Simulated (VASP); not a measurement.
Al2Au: single point with PBEsol

Al2Au:

```
CELL_PARAMETERS angstrom
0.00000 3.00149 3.00149
3.00149 0.00000 3.00149
3.00149 3.00149 0.00000
ATOMIC_POSITIONS crystal
Al 0.25000 0.25000 0.25000
Al 0.75000 0.75000 0.75000
Au 0.00000 0.00000 0.00000
```

| Item | Value |
| --- | --- |
| Program | VASP 6.6.1 |
| Task | single point |
| Functional | PBEsol |
| Potentials or basis | VASP PAW PBE potentials, release 64 (Al, Au) |
| Cutoff | 520 eV |
| k mesh | 12 × 12 × 12 |
| Occupations | gaussian, width 0.1 eV |
| Spin | no spin polarisation |
| Dipole correction | no |
| Further INCAR settings | ALGO = Normal; EDIFF = 1e-06; NBANDS = 16 |

The pressure is -0.2 GPa and the band gap on the k mesh is zero (an odd number of electrons rules out a gap without spin polarisation).

Levels at points of the mesh, in eV from the Fermi level:
| k point | band 7 | band 8 | band 9 | band 10 | band 11 | band 12 |
| --- | --- | --- | --- | --- | --- | --- |
| (0.00, 0.00, 0.00) | 2.26 | 2.92 | 2.92 | 2.92 | 3.92 | 3.92 |
| (0.50, 0.00, 0.00) | -5.47 | 0.35 | 0.35 | 3.25 | 3.58 | 3.81 |
| (0.50, 0.50, 0.00) | -5.04 | -2.12 | -2.12 | 1.27 | 2.03 | 7.65 |

It took 18 s on 1 thread of AMD EPYC 9R45 (Zen 5) (shared host), peak memory 0.18 GiB.

Caveat: the PAW data sets were made with another functional, which shifts forces and pressure a little; spin-orbit coupling is left out, which moves the levels of the heavy elements.
